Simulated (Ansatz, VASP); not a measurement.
## Two plane-wave programs on Zn

```
CELL_PARAMETERS angstrom
2.55821 0.00000 0.00000
-1.27910 2.21547 0.00000
0.00000 0.00000 4.74883
ATOMIC_POSITIONS crystal
Zn 0.33333 0.66667 0.25000
Zn 0.66667 0.33333 0.75000
```

Change from the starting cell: strain -0.040 along x and y, -0.040 along z, atoms carried along.

Alike in both runs: task single point; functional PBE; k mesh 24 × 24 × 10; occupations gaussian, width 0.15 eV; no spin polarisation.

|  | VASP | Ansatz |
| --- | --- | --- |
| version | VASP 6.6.1 | Ansatz 0.2.0 |
| potentials or method | VASP PAW PBE potentials, release 64 (Zn), cutoff 520 eV | scalar-relativistic, plane waves, PAW |
| valence electrons in the cell | 24 | 24 |

|  | VASP | Ansatz | Ansatz less VASP |
| --- | --- | --- | --- |
| gap on the k mesh at the Fermi level (eV) | none | none | - |
| pressure (GPa) | 13.3 | 12.0 | -1.38 |
| traceless stress, the component that is largest in VASP (GPa) | -1.78 | -1.62 | +0.155 |

A gap of «none» marks a metal or a gap that the smearing closes. With one functional, cell and mesh, what is left measures potentials, basis and numerics.
